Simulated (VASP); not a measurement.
# TiSi16 (a cell with a defect) in VASP: further runs

The runs below take TiSi16 (a cell with a defect) through single point, relaxation of the atoms, with PBE.

Everything below comes from runs of VASP 6.6.1. Logs are shortened: lines on timing, memory, paths and dates and some standing lists are left out, and cuts for length are marked.

**1. The cell of the first run**

The cell holds a defect, 17 atoms: a = 7.679 Å, b = 7.679 Å, c = 7.679 Å, α = 60.00°, β = 60.00°, γ = 60.00°.

**2. Single point, PBE**

Input file INCAR:

```
PREC = Accurate
ENCUT = 520
EDIFF = 1E-7
ISMEAR = -1
SIGMA = 0.05
LREAL = Auto
LASPH = T
NELM = 80
ALGO = Normal
ISIF = 2
LWAVE = F
LCHARG = T
GGA = PE
LELF = T
LVHAR = T
NBANDS = 52
```

Input file KPOINTS:

```
regular mesh
0
Gamma
  2 2 2
```

Input file POSCAR:

```
TiSi16
1.0
    0.0000000000      5.4300000000      5.4300000000
    5.4300000000      0.0000000000      5.4300000000
    5.4300000000      5.4300000000      0.0000000000
Si Ti
16 1
Direct
    0.0000352480     -0.0000998216      0.0000195807
    0.1208459063      0.1211218359      0.1210328097
   -0.0039027296     -0.0030717273      0.5034802031
    0.1209233758      0.1210949863      0.6370121352
   -0.0038597478      0.5035890757     -0.0033949947
    0.1209859360      0.6369481446      0.1210513760
   -0.0037908542      0.5036943989      0.5037571228
    0.1290070966      0.6239467515      0.6236491537
    0.5032563667     -0.0030767320     -0.0034422601
    0.6369765878      0.1211256405      0.1210191810
    0.5034325582     -0.0030784646      0.5034245516
    0.6232056279      0.1298415507      0.6236309782
    0.5036160429      0.5035451519     -0.0034134338
    0.6232339623      0.6239559951      0.1294696957
    0.4996478078      0.5004741471      0.5001043664
    0.6232804632      0.6239456180      0.6236387025
    0.2498120522      0.2502328493      0.2500669320
```

Potentials or basis: VASP PAW PBE potentials, release 64 (Si, Ti_sv).

The run is started by

```
> cat potpaw_PBE.64/Si/POTCAR potpaw_PBE.64/Ti_sv/POTCAR > POTCAR
> mpirun -np 1 vasp_std > vasp.out
```

OUTCAR:

```text
PREC = Accurate
   ENCUT = 520
   EDIFF = 1E-7
   ISMEAR = -1
   LREAL = Auto
   LASPH = T
   NELM = 80
   ISIF = 2
   GGA = PE

 ion  position               nearest neighbor table
   1  0.000  1.000  0.000-   6 2.28   4 2.28   2 2.28  10 2.28
   2  0.121  0.121  0.121-   1 2.28   9 2.40   3 2.40   5 2.40  17 2.43
   3  0.996  0.997  0.503-  12 2.34   8 2.34   2 2.40   4 2.40  17 2.75
   4  0.121  0.121  0.637-   1 2.28  11 2.40   3 2.40   7 2.40  17 2.43
   5  0.996  0.504  0.997-  14 2.34   8 2.34   2 2.40   6 2.40  17 2.75
   6  0.121  0.637  0.121-   1 2.28  13 2.40   5 2.40   7 2.40  17 2.42
   7  0.996  0.504  0.504-  16 2.34   8 2.34   4 2.40   6 2.40  17 2.75
   8  0.129  0.624  0.624-  15 2.32   7 2.34   5 2.34   3 2.34
   9  0.503  0.997  0.997-  12 2.34  14 2.34  10 2.40   2 2.40  17 2.75
  10  0.637  0.121  0.121-   1 2.28   9 2.40  11 2.40  13 2.40  17 2.43
  11  0.503  0.997  0.503-  12 2.34  16 2.34  10 2.40   4 2.40  17 2.75
  12  0.623  0.130  0.624-  15 2.32   3 2.34  11 2.34   9 2.34
  13  0.504  0.504  0.997-  14 2.34  16 2.34  10 2.40   6 2.40  17 2.75
  14  0.623  0.624  0.129-  15 2.32   5 2.34  13 2.34   9 2.34
  15  0.500  0.500  0.500-  12 2.32  14 2.32  16 2.32   8 2.32
  16  0.623  0.624  0.624-  15 2.32   7 2.34  13 2.34  11 2.34
  17  0.250  0.250  0.250-   6 2.42   4 2.43   2 2.43  10 2.43   9 2.75  11 2.75   3 2.75  13 2.75
                             5 2.75   7 2.75

  LATTYP: Found a face centered cubic cell.
 ALAT       =    10.8600000000

  Lattice vectors:

 A1 = (   0.0000000000,   5.4300000000,   5.4300000000)
 A2 = (   5.4300000000,   0.0000000000,   5.4300000000)
 A3 = (   5.4300000000,   5.4300000000,   0.0000000000)

Analysis of symmetry for initial positions (statically):
=====================================================================
 Subroutine PRICEL returns:
 Original cell was already a primitive cell.

 Routine SETGRP: Setting up the symmetry group for a
 face centered cubic supercell.

 Subroutine GETGRP returns: Found  1 space group operations
 (whereof  1 operations were pure point group operations)
 out of a pool of 48 trial point group operations.

The static configuration has the point symmetry C_1 .

Analysis of symmetry for dynamics (positions and initial velocities):
=====================================================================
 Subroutine PRICEL returns:
 Original cell was already a primitive cell.

 Routine SETGRP: Setting up the symmetry group for a
 face centered cubic supercell.

 Subroutine GETGRP returns: Found  1 space group operations
 (whereof  1 operations were pure point group operations)
 out of a pool of 48 trial point group operations.

The dynamic configuration has the point symmetry C_1 .

 Subroutine INISYM returns: Found  1 space group operations
 (whereof  1 operations are pure point group operations),
 and found     1 'primitive' translations

----------------------------------------------------------------------------------------

                                     Primitive cell

  volume of cell :     320.2060

  direct lattice vectors                    reciprocal lattice vectors
     0.000000000  5.430000000  5.430000000    -0.092081031  0.092081031  0.092081031
     5.430000000  0.000000000  5.430000000     0.092081031 -0.092081031  0.092081031
     5.430000000  5.430000000  0.000000000     0.092081031  0.092081031 -0.092081031

  length of vectors
     7.679179644  7.679179644  7.679179644     0.159489025  0.159489025  0.159489025

  position of ions in fractional coordinates (direct lattice)
     0.000035248  0.999900178  0.000019581
     0.120845906  0.121121836  0.121032810
     0.996097270  0.996928273  0.503480203
     0.120923376  0.121094986  0.637012135
     0.996140252  0.503589076  0.996605005
     0.120985936  0.636948145  0.121051376
[... 9 lines left out ...]
     0.623280463  0.623945618  0.623638703
     0.249812052  0.250232849  0.250066932

  ion indices of the primitive-cell ions
   primitive index   ion index
                 1           1
                 2           2
                 3           3
                 4           4
                 5           5
                 6           6
[... 9 lines left out ...]
                16          16
                17          17

----------------------------------------------------------------------------------------

 KPOINTS: regular mesh

Automatic generation of k-mesh.
 Grid dimensions read from file:
 generate k-points for:    2    2    2

 Generating k-lattice:

  Cartesian coordinates                     Fractional coordinates (reciprocal lattice)
    -0.046040516  0.046040516  0.046040516     0.500000000  0.000000000  0.000000000
     0.046040516 -0.046040516  0.046040516     0.000000000  0.500000000  0.000000000
     0.046040516  0.046040516 -0.046040516     0.000000000  0.000000000  0.500000000

  Length of vectors
     0.079744512  0.079744512  0.079744512

  Shift w.r.t. Gamma in fractional coordinates (k-lattice)
     0.000000000  0.000000000  0.000000000

 Subroutine IBZKPT returns following result:
 ===========================================

 Found      8 irreducible k-points:

 Following reciprocal coordinates:
            Coordinates               Weight
  0.000000  0.000000  0.000000      1.000000
  0.500000  0.000000  0.000000      1.000000
  0.000000  0.500000  0.000000      1.000000
  0.000000  0.000000  0.500000      1.000000
  0.500000  0.500000  0.500000      1.000000
  0.500000  0.500000  0.000000      1.000000
  0.000000  0.500000  0.500000      1.000000
  0.500000  0.000000  0.500000      1.000000
   k-points           NKPTS =      8   k-points in BZ     NKDIM =      8   number of bands    NBANDS=     52
   number of dos      NEDOS =    301   number of ions     NIONS =     17
   total plane-waves  NPLWV = 216000
   dimension x,y,z NGX =    60 NGY =   60 NGZ =   60
   dimension x,y,z NGXF=   120 NGYF=  120 NGZF=  120
   ions per type =              16   1
   NGX,Y,Z   is equivalent  to a cutoff of  12.99, 12.99, 12.99 a.u.
   NGXF,Y,Z  is equivalent  to a cutoff of  25.98, 25.98, 25.98 a.u.
 SYSTEM =  unknown system
   PREC   = accura    normal or accurate (medium, high low for compatibility)
   ISTART =      0    job   : 0-new  1-cont  2-samecut
   ICHARG =      2    charge: 1-file 2-atom 10-const
   ISPIN  =      1    spin polarized calculation?
   LNONCOLLINEAR =      F non collinear calculations
   LSORBIT =      F    spin-orbit coupling
   LASPH  =      T    aspherical Exc in radial PAW
   ENCUT  =  520.0 eV  38.22 Ry    6.18 a.u.  14.28 14.28 14.28*2*pi/ulx,y,z
   NELM   =     80;   NELMIN=  2; NELMDL= -5     # of ELM steps
   EDIFF  = 0.1E-06   stopping-criterion for ELM
   LREAL  =      T    real-space projection
   EDIFFG = 0.1E-05   stopping-criterion for IOM
   NSW    =      0    number of steps for IOM
   IBRION =     -1    ionic relax: 0-MD 1-quasi-New 2-CG
   NFREE  =      0    steps in history (QN), initial steepest desc. (CG)
   ISIF   =      2    stress and relaxation
   ISYM   =      2    0-nonsym 1-usesym 2-fastsym
   POTIM  = 0.5000    time-step for ionic-motion
   TEBEG  =    0.0;   TEEND  =   0.0 temperature during run
   PSTRESS=    0.0 pullay stress
   NELECT =      76.0000    total number of electrons
   NUPDOWN=      -1.0000    fix difference up-down
   EMIN   =  10.00;   EMAX   =-10.00  energy-range for DOS
   EFERMI =   0.00;   METHOD = LEGACY
   ISMEAR =    -1;   SIGMA  =   0.05  broadening in eV -4-tet -1-fermi 0-gaus
   EFERMI_NEDOS =   21; number of points for ismear=-14 and -15
   IALGO  =     38    algorithm
   IMIX   =      4    mixing-type and parameters
     AMIX     =   0.40;   BMIX     =  1.00
     AMIX_MAG =   1.60;   BMIX_MAG =  1.00
  volume/ion in A,a.u.               =      18.84       127.11
  Fermi-wavevector in a.u.,A,eV,Ry     =   1.013607  1.915439 13.978610  1.027399
  Thomas-Fermi vector in A             =   2.146786
   LORBIT       =      0    0 simple, 1 ext, 2 COOP (PROOUT), +10 PAW based schemes
   GGA     = PE    functional components
   LHFCALC =     F    Hartree Fock is set to
   AEXX    =    0.0000 exact exchange contribution
   IVDW    =     0    specifies the selected vdW correction
   LEPSILON=     F    determine dielectric tensor
   LRPA    =     F    only Hartree local field effects (RPA)
 non-spin polarized calculation
  energy-cutoff  :      520.00
  volume of cell :      320.21
 maximum number of plane-waves:      8646
 NGX is ok and might be reduce to    60
   NGX = 29   NGY = 29   NGZ = 29

 number of electron      75.9999998 magnetization

 Free energy of the ion-electron system (eV)
  ---------------------------------------------------
  ext. energy  EPLUGINS =         0.00000000
  ---------------------------------------------------
  free energy    TOTEN  =       -92.26354542 eV

  energy without entropy =      -92.16597820  energy(sigma->0) =      -92.21476181

 E-fermi :   6.9250     XC(G=0):  -9.7506

 val. band max:        6.8976193395   @ k =   0.0000   0.5000   0.5000
 cond. band min:       6.9657654264   @ k =   0.0000   0.0000   0.5000
 fundamental gap:      0.0681460869
 Fermi energy:         6.9250085974

 k-point     1 :       0.0000    0.0000    0.0000
  band No.  band energies     occupation
      1     -49.8529      2.00000
      2     -26.2271      2.00000
      3     -26.2271      2.00000
      4     -26.2267      2.00000
      5      -5.7205      2.00000
      6      -3.5171      2.00000
[... 42 lines left out ...]
     49       8.1739      0.00000
     50       8.4922      0.00000

 k-point     2 :       0.5000    0.0000    0.0000
  band No.  band energies     occupation
      1     -49.8529      2.00000
      2     -26.2271      2.00000
      3     -26.2271      2.00000
      4     -26.2267      2.00000
      5      -5.0134      2.00000
      6      -4.8008      2.00000
[... 310 lines left out ...]
 k-point     8 :       0.5000    0.0000    0.5000
  band No.  band energies     occupation
      1     -49.8529      2.00000
      2     -26.2271      2.00000
      3     -26.2271      2.00000
      4     -26.2267      2.00000
      5      -4.6948      2.00000
      6      -4.6000      2.00000
[... 42 lines left out ...]
     49       9.8741      0.00000
     50      10.5398      0.00000
 [bands above 50 left out]

------------------------ aborting loop because EDIFF is reached ----------------------------------------

  FORCE on cell =-STRESS in cart. coord.  units (eV):
  Direction    XX          YY          ZZ          XY          YZ          ZX
  --------------------------------------------------------------------------------------
  -------------------------------------------------------------------------------------
  Total        8.0740071      8.0669794      8.0661559      0.0001002      0.0053239     -0.0018677
  in kB       40.3989637     40.3637999     40.3596794      0.0005016      0.0266385     -0.0093451
  external PRESSURE =      40.3741477 kB  Pullay stress =       0.0000000 kB

 VOLUME and BASIS-vectors are now :
 -----------------------------------------------------------------------------
  energy-cutoff  :      520.00
  volume of cell :      320.21
      direct lattice vectors                 reciprocal lattice vectors
     0.000000000  5.430000000  5.430000000    -0.092081031  0.092081031  0.092081031
     5.430000000  0.000000000  5.430000000     0.092081031 -0.092081031  0.092081031
     5.430000000  5.430000000  0.000000000     0.092081031  0.092081031 -0.092081031

 POSITION                                       TOTAL-FORCE (eV/Angst)
 -----------------------------------------------------------------------------------
      5.42956      0.00030      5.42965         0.001415     -0.000746      0.000606
      1.31490      1.31340      1.31388         0.019282      0.007612      0.012317
      8.14722      8.14271     10.82213        -0.000364      0.003848     -0.004321
      4.11652      4.11559      1.31416        -0.005196     -0.016649      0.014742
      8.14605     10.82061      8.14353         0.001821      0.000102      0.004978
      4.11594      1.31426      4.11558        -0.007015      0.011924     -0.013742
[... 9 lines left out ...]
      6.77438      6.77077      6.77244         0.002160      0.004228      0.003424
      2.71663      2.71434      2.71524        -0.015193      0.006729     -0.003578
 -----------------------------------------------------------------------------------
    total drift:                               -0.010020      0.002925     -0.000628

  FREE ENERGIE OF THE ION-ELECTRON SYSTEM (eV)
  ---------------------------------------------------
  free  energy   TOTEN  =       -92.2635454170 eV

  energy  without entropy=      -92.1659782041  energy(sigma->0) =      -92.21476181
```

Wall time 2.5 min (1 thread of Intel Xeon 6975P-C (Granite Rapids), shared host); peak memory 0.5 GiB.

Results:

```
Free energy            : -92.2635 eV
Pressure               : 4.0 GPa
Largest force          : 0.024 eV/Å
Band gap on the k mesh : zero (bands 38 and 39 overlap by 0.44 eV)
```

Forces in eV/Å, atoms in the order of the input:
```
Si   0.001 -0.001  0.001
Si   0.019  0.008  0.012
Si   0.000  0.004 -0.004
Si  -0.005 -0.017  0.015
Si   0.002  0.000  0.005
Si  -0.007  0.012 -0.014
Si  -0.005 -0.001  0.002
Si   0.002 -0.004 -0.004
Si  -0.011  0.000 -0.002
Si   0.018 -0.013 -0.008
Si   0.001  0.006 -0.004
Si  -0.002  0.001 -0.002
Si   0.003 -0.005  0.002
Si  -0.003 -0.002  0.002
Si   0.000  0.000  0.000
Si   0.002  0.004  0.003
Ti  -0.015  0.007 -0.004
```

Caveat: the k points lie up to 0.50 Å⁻¹ apart.

[end of part 1 of 3]
